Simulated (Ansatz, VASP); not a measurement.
# Sn in VASP and in Ansatz

File INCAR:

```
ALGO = Normal
EDIFF = 1E-8
ENCUT = 520
GGA = PE
ISIF = 2
ISMEAR = -1
LASPH = True
LCHARG = False
LEFG = True
LREAL = False
LWAVE = False
NBANDS = 21
NELM = 100
PREC = Accurate
SIGMA = 0.03
```

The input KPOINTS:

```
k-points
0
Gamma
  9 9 9
```

File POSCAR:

```
Sn
1.0
    0.0000000000      3.2883101610      3.2883101610
    3.2883101610      0.0000000000      3.2883101610
    3.2883101610      3.2883101610      0.0000000000
Sn
2
Direct
    0.5000000000      0.5000000000      0.5000000000
    0.7500000000      0.7500000000      0.7500000000
```

Input for Ansatz:

```yaml
crystal:
  lattice:
    - [0.0, 3.288310161, 3.288310161]
    - [3.288310161, 0.0, 3.288310161]
    - [3.288310161, 3.288310161, 0.0]
  atoms:
    - { symbol: Sn, position: [0.5, 0.5, 0.5] }
    - { symbol: Sn, position: [0.75, 0.75, 0.75] }
kpoints:
  mp_grid: { grid: [9, 9, 9] }
scf:
  occupations: { method: fermi_dirac, width: 0.03 }
hamiltonian:
  xc: pbe
  pseudopotentials: { kind: all_electron, datasets: crystal }
output:
  forces: true
  stress: true
  eigenvalues: true
  efg: { contact_densities: true }
```

Change from the starting cell: volume scaled by 1.04, crystal datasets.

Alike in both runs: task electric field gradients; functional PBE; k mesh 9 × 9 × 9; occupations fermi-dirac, width 0.03 eV; no spin polarisation.

```csv
,VASP,Ansatz
version,VASP 6.6.1,Ansatz 0.2.0
potentials or method,"VASP PAW PBE potentials, release 64 (Sn_d), cutoff 520 eV","all-electron PAW with datasets made for the crystal, scalar-relativistic"
```

Ansatz gave:

| Quantity | Value |
| --- | --- |
| pressure (GPa) | 1.4 |

Question: Which values does VASP return?

Answer: Pressure (GPa): 1.3.

Ansatz ran all-electron here, and VASP with PAW potentials.
